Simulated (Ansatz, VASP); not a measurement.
# Hf2N: VASP beside Ansatz

Contents of INCAR:

```
SYSTEM = Hf2N
ALGO = Normal ; EDIFF = 1E-6
ENCUT = 520 ; GGA = CA
ISIF = 2 ; ISMEAR = 0
LASPH = .TRUE. ; LCHARG = .FALSE.
LREAL = .FALSE. ; LWAVE = .FALSE.
NBANDS = 34 ; NELM = 60
PREC = Accurate ; SIGMA = 0.15
```

File KPOINTS:

```
k-points
0
G
  8 8 12
  0 0 0
```

Contents of POSCAR:

```
Hf2N
1.0
    5.4359841404      0.0000000000      0.0000000000
    0.0000000000      5.2521585898      0.0000000000
    0.0000000000      0.0000000000      3.2005839592
Hf N
4 2
Direct
    0.2816036895      0.3092031779      0.0000000000
    0.7183963105      0.6907968221      0.0000000000
    0.7816036895      0.1907968221      0.5000000000
    0.2183963105      0.8092031779      0.5000000000
    0.0000000000      0.0000000000      0.0000000000
    0.5000000000      0.5000000000      0.5000000000
```

Input for Ansatz:

```yaml
crystal:
  lattice:
    - [5.4359841404, 0.0, 0.0]
    - [0.0, 5.2521585898, 0.0]
    - [0.0, 0.0, 3.2005839592]
  atoms:
    - { symbol: Hf, position: [0.2816036895, 0.3092031779, 0.0] }
    - { symbol: Hf, position: [0.7183963105, 0.6907968221, 0.0] }
    - { symbol: Hf, position: [0.7816036895, 0.1907968221, 0.5] }
    - { symbol: Hf, position: [0.2183963105, 0.8092031779, 0.5] }
    - { symbol: "N", position: [0.0, 0.0, 0.0] }
    - { symbol: "N", position: [0.5, 0.5, 0.5] }
basis:
  ecutwfc: 520.0
kpoints:
  mp_grid: { grid: [8, 8, 12] }
hamiltonian:
  xc: lda
  pseudopotentials: { kind: paw, azcp: { folder: soft_1 } }
scf:
  occupations: { method: gaussian, width: 0.15 }
output:
  forces: true
  stress: true
  eigenvalues: true
```

Change from the starting cell: mode 4 frozen in at -0.102 Å, normal strain along x +0.0350.

Alike in both runs: task single point; functional LDA; k mesh 8 × 8 × 12; occupations gaussian, width 0.15 eV; no spin polarisation.

|  | VASP | Ansatz |
| --- | --- | --- |
| version | VASP 6.6.1 | Ansatz 0.2.0 |
| potentials or method | VASP PAW LDA potentials, release 64 (Hf_pv, N), cutoff 520 eV | scalar-relativistic, plane waves, PAW |
| valence electrons in the cell | 50 | 114 |

Ansatz gave:

```
gap on the k mesh at the Fermi level (eV)                     : none
pressure (GPa)                                                : -6.9
traceless stress, the component that is largest in VASP (GPa) : -6.81
rms of the force components (eV/Å)                            : 0.110
```

Q: Which values does VASP return?

A: gap on the k mesh at the Fermi level (eV): none; pressure (GPa): -7.2; traceless stress, the component that is largest in VASP (GPa): -6.79; rms of the force components (eV/Å): 0.114.

Ansatz warns that its potentials were made for another functional, while VASP's fit it. LDA's correlation is that of Perdew and Zunger in VASP and of Perdew and Wang (1992) in Ansatz. Atom by atom the forces differ by 0.004 eV/Å (rms over components). A gap of «none» marks a metal or a gap that the smearing closes. VASP's potentials hold 50 valence electrons a cell and Ansatz's 114, so a difference there can come from the potentials and not from the codes.

Spin-orbit coupling is off throughout.
